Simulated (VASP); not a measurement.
**Te: single point with PBEsol**

The system is Te.

```xyz
2
Lattice="0.0000 3.4822 3.4822 3.4822 0.0000 3.4822 3.4822 3.4822 0.0000" Properties=species:S:1:pos:R:3 pbc="T T T"
Te    0.8705    0.8705    0.8705
Te    6.0938    6.0938    6.0938
```

This isn't the form of Te at room conditions, which is trigonal, of chains.

- Program: VASP 6.6.1
- Task: single point
- Functional: PBEsol
- Potentials or basis: VASP PAW PBE potentials, release 64 (Te)
- Cutoff: 520 eV
- k mesh: 9 × 9 × 9
- Occupations: fermi-dirac, width 0.1 eV
- Spin: no spin polarisation

```json
{"Pressure": "1.4 GPa", "Band gap on the k mesh": "zero (bands 6 and 7 overlap by 0.99 eV)"}
```

Levels at points of the mesh, in eV from the Fermi level:
| k point | band 3 | band 4 | band 5 | band 6 | band 7 | band 8 | band 9 | band 10 |
| --- | --- | --- | --- | --- | --- | --- | --- | --- |
| (0.00, 0.00, 0.00) | -3.24 | -3.24 | -3.24 | -0.79 | -0.79 | -0.79 | 3.45 | 5.85 |

Run time: 56 s on 1 thread of Intel(R) Xeon(R) Platinum 8259CL CPU @ 2.50GHz (Skylake/Cascade Lake) (shared host), peak memory 0.23 GiB.

Caveat: the PAW data sets were made with another functional, which shifts forces and pressure a little; spin-orbit coupling is left out, which moves the levels of the heavy elements.
